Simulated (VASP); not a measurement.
Input of a VASP 6.6.1 run:

INCAR

```
ALGO = Normal ; DIPOL = 0.5 0.5 0.278
EDIFF = 1E-6 ; ENCUT = 400
GGA = PE ; GGA_COMPAT = F
IDIPOL = 3 ; ISIF = 2
ISMEAR = 0 ; IVDW = 12
LASPH = T ; LCHARG = F
LDIPOL = T ; LREAL = F
LWAVE = F ; NBANDS = 62
NELM = 120 ; NELMDL = -8
PREC = Accurate ; SIGMA = 0.05
```

File KPOINTS:

```
k-points
0
Gamma
  6 6 1
```

The input POSCAR:

```
Zr2HS4
1.0
    7.2976778227      0.0000000000      0.0000000000
   -3.6488389114      6.3199743831      0.0000000000
    0.0000000000      0.0000000000     20.9171506047
S Zr H
8 4 2
Direct
    0.3333333333      0.1666666667      0.1912306354
    0.3333333333      0.6666666667      0.1912306354
    0.8333333333      0.1666666667      0.1912306354
    0.8333333333      0.6666666667      0.1912306354
    0.1666666667      0.3333333333      0.3306927762
    0.1666666667      0.8333333333      0.3306927762
    0.6666666667      0.3333333333      0.3306927762
    0.6666666667      0.8333333333      0.3306927762
    0.0000000000      0.0000000000      0.2609617058
    0.0000000000      0.5000000000      0.2609617058
    0.5000000000      0.0000000000      0.2609617058
    0.5000000000      0.5000000000      0.2609617058
    0.2601922141      0.7398077859      0.3828031244
    0.4064744526      0.5935255474      0.3828031244
```

Potentials or basis: VASP PAW PBE potentials, release 64 (S, Zr_sv, H).

The run is started by

```sh
$ cat potpaw_PBE.64/S/POTCAR potpaw_PBE.64/Zr_sv/POTCAR potpaw_PBE.64/H/POTCAR > POTCAR
$ mpirun -np 1 vasp_std > vasp.out
```

**Question.** Estimate the dispersion energy per atom.

**Answer.** -0.224 eV.

**Question.** What does it give for the largest force?

**Answer.** 2.467 eV/Å.

**Question.** Estimate the band gap on the k mesh.

**Answer.** 0.16 eV (least direct gap 0.25 eV).

Forces in eV/Å, atoms in the order of the input:
```
S   -0.158  0.117  0.111
S   -0.035  0.020  0.077
S    0.145 -0.084 -0.103
S   -0.181  0.078  0.111
S   -0.225  0.419  0.361
S    1.580 -0.912  1.660
S   -0.019  0.011  0.238
S   -0.475 -0.015  0.361
Zr  -0.546  0.315 -0.541
Zr   0.132 -0.547 -0.627
Zr   0.539  0.159 -0.627
Zr   0.201 -0.116 -0.585
H   -0.122  0.071 -0.341
H   -0.837  0.483 -0.093
```
